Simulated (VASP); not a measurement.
# SiAg (R-3m) in VASP: single point with PBE

Aim: the single point of SiAg with PBE.

All numbers are computed with VASP 6.6.1; they aren't measurements. Logs are shortened: lines on timing, memory, paths and dates and some standing lists are left out, and cuts for length are marked.

## (1) The cell of the first run

The structure is trigonal, space group R-3m (No. 166). The conventional cell has a = 2.893 Å, b = 2.893 Å, c = 13.823 Å, α = 90.00°, β = 90.00°, γ = 120.00°. Within 3.7 Å of Si (site symmetry -3m) lie 6 Ag at 2.85 Å and 6 Si at 2.89 Å. Ag (site symmetry -3m) has 6 Si at 2.85 Å and 6 Ag at 2.89 Å within 3.7 Å.

## (2) Single point, PBE

INCAR reads:

```
SYSTEM = SiAg
  PREC = Accurate
  ENCUT = 520
  EDIFF = 1E-7
  ISMEAR = 0
  SIGMA = 0.1
  LREAL = .FALSE.
  LASPH = .TRUE.
  NELM = 80
  ALGO = Normal
  ISIF = 2
  LWAVE = .FALSE.
  LCHARG = .FALSE.
  GGA = PE
  NBANDS = 14
```

KPOINTS reads:

```
Automatic mesh
0
G
  6 6 6
  0 0 0
```

POSCAR reads:

```
SiAg
1.0
    1.4466347038      0.8352149356      4.6077994268
   -1.4466347038      0.8352149356      4.6077994268
    0.0000000000     -1.6704298713      4.6077994268
Si Ag
1 1
Direct
    0.0000000000      0.0000000000      0.0000000000
    0.5000000000      0.5000000000      0.5000000000
```

Potentials or basis: VASP PAW PBE potentials, release 64 (Si, Ag).

The run is started by

```bash
cat potpaw_PBE.64/Si/POTCAR potpaw_PBE.64/Ag/POTCAR > POTCAR
mpirun -np 1 vasp_std > vasp.out
```

OUTCAR:

```text
SYSTEM = SiAg
   PREC = Accurate
   ENCUT = 520
   EDIFF = 1E-7
   ISMEAR = 0
   LREAL = .FALSE.
   LASPH = .TRUE.
   NELM = 80
   ISIF = 2
   GGA = PE

 ion  position               nearest neighbor table
   1  0.000  0.000  0.000-   2 2.85   2 2.85   2 2.85   2 2.85   2 2.85   2 2.85
   2  0.500  0.500  0.500-   1 2.85   1 2.85   1 2.85   1 2.85   1 2.85   1 2.85

  LATTYP: Found a trigonal (rhomboedric) cell.
 ALAT       =     4.9012397934
 COS(alpha) =     0.8257648184

  Lattice vectors:

 A1 = (   1.4466347038,   0.8352149356,   4.6077994268)
 A2 = (  -1.4466347038,   0.8352149356,   4.6077994268)
 A3 = (   0.0000000000,  -1.6704298713,   4.6077994268)

Analysis of symmetry for initial positions (statically):
=====================================================================
 Subroutine PRICEL returns:
 Original cell was already a primitive cell.

 Routine SETGRP: Setting up the symmetry group for a
 trigonal (rhombohedral) supercell.

 Subroutine GETGRP returns: Found 12 space group operations
 (whereof 12 operations were pure point group operations)
 out of a pool of 12 trial point group operations.

The static configuration has the point symmetry D_3d.

Analysis of symmetry for dynamics (positions and initial velocities):
=====================================================================
 Subroutine PRICEL returns:
 Original cell was already a primitive cell.

 Routine SETGRP: Setting up the symmetry group for a
 trigonal (rhombohedral) supercell.

 Subroutine GETGRP returns: Found 12 space group operations
 (whereof 12 operations were pure point group operations)
 out of a pool of 12 trial point group operations.

The dynamic configuration has the point symmetry D_3d.

 Subroutine INISYM returns: Found 12 space group operations
 (whereof 12 operations are pure point group operations),
 and found     1 'primitive' translations

----------------------------------------------------------------------------------------

                                     Primitive cell

  volume of cell :      33.4043

  direct lattice vectors                    reciprocal lattice vectors
     1.446634704  0.835214936  4.607799427     0.345629756  0.199549433  0.072341112
    -1.446634704  0.835214936  4.607799427    -0.345629756  0.199549433  0.072341112
     0.000000000 -1.670429871  4.607799427     0.000000000 -0.399098866  0.072341112

  length of vectors
     4.901239793  4.901239793  4.901239793     0.405602195  0.405602195  0.405602195

  position of ions in fractional coordinates (direct lattice)
     0.000000000  0.000000000  0.000000000
     0.500000000  0.500000000  0.500000000

  ion indices of the primitive-cell ions
   primitive index   ion index
                 1           1
                 2           2

----------------------------------------------------------------------------------------

 KPOINTS: Automatic mesh

Automatic generation of k-mesh.
 Grid dimensions read from file:
 generate k-points for:    6    6    6

 Generating k-lattice:

  Cartesian coordinates                     Fractional coordinates (reciprocal lattice)
     0.057604959  0.033258239  0.012056852     0.166666667  0.000000000  0.000000000
    -0.057604959  0.033258239  0.012056852     0.000000000  0.166666667  0.000000000
     0.000000000 -0.066516478  0.012056852     0.000000000  0.000000000  0.166666667

  Length of vectors
     0.067600366  0.067600366  0.067600366

  Shift w.r.t. Gamma in fractional coordinates (k-lattice)
     0.000000000  0.000000000  0.000000000

 Subroutine IBZKPT returns following result:
 ===========================================

 Found     32 irreducible k-points:

 Following reciprocal coordinates:
            Coordinates               Weight
  0.000000  0.000000  0.000000      1.000000
  0.166667 -0.000000  0.000000      6.000000
  0.333333 -0.000000  0.000000      6.000000
  0.500000  0.000000 -0.000000      3.000000
  0.166667  0.166667  0.000000      6.000000
  0.333333  0.166667 -0.000000     12.000000
[... 16 lines left out ...]
  0.500000  0.500000  0.166667      6.000000
 -0.333333  0.500000  0.166667     12.000000
 [... further k-points ...]
   k-points           NKPTS =     32   k-points in BZ     NKDIM =     32   number of bands    NBANDS=     14
   number of dos      NEDOS =    301   number of ions     NIONS =      2
   total plane-waves  NPLWV =  46656
   dimension x,y,z NGX =    36 NGY =   36 NGZ =   36
   dimension x,y,z NGXF=    72 NGYF=   72 NGZF=   72
   ions per type =               1   1
   NGX,Y,Z   is equivalent  to a cutoff of  12.21, 12.21, 12.21 a.u.
   NGXF,Y,Z  is equivalent  to a cutoff of  24.42, 24.42, 24.42 a.u.
 SYSTEM =  SiAg
   PREC   = accura    normal or accurate (medium, high low for compatibility)
   ISTART =      0    job   : 0-new  1-cont  2-samecut
   ICHARG =      2    charge: 1-file 2-atom 10-const
   ISPIN  =      1    spin polarized calculation?
   LNONCOLLINEAR =      F non collinear calculations
   LSORBIT =      F    spin-orbit coupling
   LASPH  =      T    aspherical Exc in radial PAW
   ENCUT  =  520.0 eV  38.22 Ry    6.18 a.u.   9.11  9.11  9.11*2*pi/ulx,y,z
   NELM   =     80;   NELMIN=  2; NELMDL= -5     # of ELM steps
   EDIFF  = 0.1E-06   stopping-criterion for ELM
   LREAL  =      F    real-space projection
   EDIFFG = 0.1E-05   stopping-criterion for IOM
   NSW    =      0    number of steps for IOM
   IBRION =     -1    ionic relax: 0-MD 1-quasi-New 2-CG
   NFREE  =      0    steps in history (QN), initial steepest desc. (CG)
   ISIF   =      2    stress and relaxation
   ISYM   =      2    0-nonsym 1-usesym 2-fastsym
   POTIM  = 0.5000    time-step for ionic-motion
   TEBEG  =    0.0;   TEEND  =   0.0 temperature during run
   PSTRESS=    0.0 pullay stress
   NELECT =      15.0000    total number of electrons
   NUPDOWN=      -1.0000    fix difference up-down
   EMIN   =  10.00;   EMAX   =-10.00  energy-range for DOS
   EFERMI =   0.00;   METHOD = LEGACY
   ISMEAR =     0;   SIGMA  =   0.10  broadening in eV -4-tet -1-fermi 0-gaus
   EFERMI_NEDOS =   21; number of points for ismear=-14 and -15
   IALGO  =     38    algorithm
   IMIX   =      4    mixing-type and parameters
     AMIX     =   0.40;   BMIX     =  1.00
     AMIX_MAG =   1.60;   BMIX_MAG =  1.00
  volume/ion in A,a.u.               =      16.70       112.71
  Fermi-wavevector in a.u.,A,eV,Ry     =   1.253635  2.369028 21.382942  1.571602
  Thomas-Fermi vector in A             =   2.387479
   LORBIT       =      0    0 simple, 1 ext, 2 COOP (PROOUT), +10 PAW based schemes
   GGA     = PE    functional components
   LHFCALC =     F    Hartree Fock is set to
   AEXX    =    0.0000 exact exchange contribution
   IVDW    =     0    specifies the selected vdW correction
   LEPSILON=     F    determine dielectric tensor
   LRPA    =     F    only Hartree local field effects (RPA)
 non-spin polarized calculation
 Gauss-broadening in eV      SIGMA  =   0.10
  energy-cutoff  :      520.00
  volume of cell :       33.40
 maximum number of plane-waves:       936
   NGX = 19   NGY = 19   NGZ = 19

 number of electron      14.9999999 magnetization

 Free energy of the ion-electron system (eV)
  ---------------------------------------------------
  ext. energy  EPLUGINS =         0.00000000
  ---------------------------------------------------
  free energy    TOTEN  =        -7.52344728 eV

  energy without entropy =       -7.52131987  energy(sigma->0) =       -7.52238358

 E-fermi :   8.9608     XC(G=0): -11.4845

 val. band max:        8.6833600577   @ k =   0.5000   0.1667   0.0000
 cond. band min:       9.0193407021   @ k =  -0.1667   0.1667   0.1667
 fundamental gap:      0.3359806444
 Fermi energy:         8.9607606992

 k-point     1 :       0.0000    0.0000    0.0000
  band No.  band energies     occupation
      1      -2.9647      2.00000
      2       2.2755      2.00000
      3       3.6558      2.00000
      4       3.6558      2.00000
      5       4.5331      2.00000
      6       4.5331      2.00000
      7       4.8696      2.00000
      8       7.7838      2.00000
      9      16.6955      0.00000
     10      16.6955      0.00000
     11      20.5291      0.00000
     12      20.5291      0.00000
     13      21.4294      0.00000
     14      22.7099      0.00000

 k-point     2 :       0.1667   -0.0000    0.0000
  band No.  band energies     occupation
      1      -2.3072      2.00000
      2       2.6751      2.00000
      3       3.3878      2.00000
      4       3.5904      2.00000
      5       4.0266      2.00000
      6       4.4361      2.00000
      7       6.1764      2.00000
      8       8.4199      2.00000
      9      12.9956      0.00000
     10      15.4290      0.00000
     11      18.3965      0.00000
     12      19.7570      0.00000
     13      22.5851      0.00000
     14      22.9826      0.00000

 k-point     3 :       0.3333   -0.0000    0.0000
  band No.  band energies     occupation
      1      -0.4183      2.00000
      2       2.4397      2.00000
      3       2.9027      2.00000
      4       3.9689      2.00000
      5       4.2389      2.00000
      6       4.8639      2.00000
      7       7.4760      2.00000
      8       8.4954      2.00000
      9      10.7809      0.00000
     10      14.1502      0.00000
     11      14.9071      0.00000
     12      16.4681      0.00000
     13      19.9388      0.00000
     14      20.4968      0.00000
[... 324 lines left out ...]
 k-point    23 :       0.5000    0.5000    0.1667
  band No.  band energies     occupation
      1      -0.2150      2.00000
      2       2.5245      2.00000
      3       3.4766      2.00000
      4       3.9605      2.00000
      5       4.2950      2.00000
      6       4.8493      2.00000
      7       4.8607      2.00000
      8       8.4083      2.00000
      9      13.4833      0.00000
     10      13.7705      0.00000
     11      15.8803      0.00000
     12      16.6771      0.00000
     13      19.7044      0.00000
     14      22.1782      0.00000

 k-point    24 :      -0.3333    0.5000    0.1667
  band No.  band energies     occupation
      1       1.0328      2.00000
      2       2.7741      2.00000
      3       3.6315      2.00000
      4       3.8419      2.00000
      5       4.1590      2.00000
      6       4.6250      2.00000
      7       6.6250      2.00000
      8       7.3847      2.00000
      9       9.7827      0.00000
     10      12.9956      0.00000
     11      16.3217      0.00000
     12      18.1377      0.00000
     13      19.8285      0.00000
     14      20.5313      0.00000

 [... further k-points ...]

------------------------ aborting loop because EDIFF is reached ----------------------------------------

  FORCE on cell =-STRESS in cart. coord.  units (eV):
  Direction    XX          YY          ZZ          XY          YZ          ZX
  --------------------------------------------------------------------------------------
  -------------------------------------------------------------------------------------
  Total       -0.0454159     -0.0454159     -0.4785459      0.0000000      0.0000000      0.0000000
  in kB       -2.1782919     -2.1782919    -22.9526176      0.0000000      0.0000000      0.0000000
  external PRESSURE =      -9.1030672 kB  Pullay stress =       0.0000000 kB

 VOLUME and BASIS-vectors are now :
 -----------------------------------------------------------------------------
  energy-cutoff  :      520.00
  volume of cell :       33.40
      direct lattice vectors                 reciprocal lattice vectors
     1.446634704  0.835214936  4.607799427     0.345629756  0.199549433  0.072341112
    -1.446634704  0.835214936  4.607799427    -0.345629756  0.199549433  0.072341112
     0.000000000 -1.670429871  4.607799427     0.000000000 -0.399098866  0.072341112

 POSITION                                       TOTAL-FORCE (eV/Angst)
 -----------------------------------------------------------------------------------
      0.00000      0.00000      0.00000        -0.000000      0.000000     -0.000000
      0.00000     -0.00000      6.91170         0.000000     -0.000000      0.000000
 -----------------------------------------------------------------------------------
    total drift:                                0.000000     -0.000000      0.000000

  FREE ENERGIE OF THE ION-ELECTRON SYSTEM (eV)
  ---------------------------------------------------
  free  energy   TOTEN  =        -7.5234472797 eV

  energy  without entropy=       -7.5213198731  energy(sigma->0) =       -7.52238358
```

Run time: 13 s. Hardware: 1 thread of Intel Xeon Platinum 8559C (Emerald Rapids), shared host; peak memory 0.2 GiB.

Results:

* Free energy: -7.5234 eV
* Pressure: -0.9 GPa

Caveat: the k points lie up to 0.42 Å⁻¹ apart.
